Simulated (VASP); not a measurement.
**Al12NO: single point with PBE**

System: Al12NO, a slab with vacuum.

```
Al N O
1.0
     5.71430    0.00000    0.00000
     0.00000    5.71430    0.00000
     0.00000    0.00000   22.17502
Al N O
12 1 1
Direct
  0.25000 0.25000 0.18038
  0.25000 0.75000 0.18038
  0.75000 0.25000 0.18038
  0.75000 0.75000 0.18038
  0.00000 0.00000 0.27441
  0.00000 0.50000 0.27441
  0.50000 0.00000 0.27441
  0.50000 0.50000 0.27441
  0.25000 0.25000 0.36866
  0.25000 0.75000 0.36866
  0.75000 0.25000 0.36866
  0.75000 0.75000 0.36866
  0.23225 0.50000 0.41917
  0.76775 0.50000 0.41917
```

```yaml
Program: VASP 6.6.1
Task: single point
Functional: PBE
Potentials_or_basis: VASP PAW PBE potentials, release 64 (Al, N, O)
Cutoff: 520 eV
k_mesh: 5 × 5 × 1
Occupations: gaussian, width 0.1 eV
Spin: collinear spin, ferromagnetic start
Starting_moments: "[0.0, 0.0, 0.0, 0.0, 0.0, 0.0, 0.0, 0.0, 0.0, 0.0, 0.0, 0.0, 1.0, 0.0] μB"
Dipole_correction: yes
Further_INCAR_settings: ALGO = Fast; EDIFF = 1e-06; NBANDS = 40
```

The largest force is 1.583 eV/Å, the net moment is 0.32 μB per cell and the site moments are Al -0.00, +0.00 (each value once); N +0.22; O +0.08 μB. The valence electrons inside the program's atomic spheres are Al 0.76, 0.75, 0.77, 0.79 (each value once); N 3.61; O 4.99.

Forces on the atoms (eV/Å):
```
Al   0.016 -0.045  0.055
Al   0.016  0.045  0.055
Al  -0.016  0.061 -0.022
Al  -0.016 -0.061 -0.022
Al  -0.013  0.000  0.177
Al  -0.147  0.000 -0.284
Al   0.009  0.000  0.126
Al   0.162  0.000 -0.254
Al   0.080 -0.217  0.252
Al   0.080  0.217  0.252
Al  -0.004  0.579  0.929
Al  -0.004 -0.579  0.929
N    0.277  0.000 -0.675
O   -0.439  0.000 -1.521
```

Levels at points of the mesh, in eV from the Fermi level:
Spin up:
| k point | band 20 | band 21 | band 22 | band 23 | band 24 | band 25 | band 26 | band 27 | band 28 | band 29 |
| --- | --- | --- | --- | --- | --- | --- | --- | --- | --- | --- |
| (0.00, 0.00, 0.00) | -1.09 | -1.01 | -0.52 | -0.42 | -0.33 | -0.29 | 0.06 | 0.44 | 0.76 | 1.32 |
Spin down:
```tsv
k point	band 22	band 23	band 24	band 25	band 26	band 27
(0.00, 0.00, 0.00)	-0.52	-0.34	-0.33	0.04	0.14	0.45
```

It took 26 min on 1 thread of Oxide Virtual Turin-like Processor, on a shared host, peak memory 1 GiB.
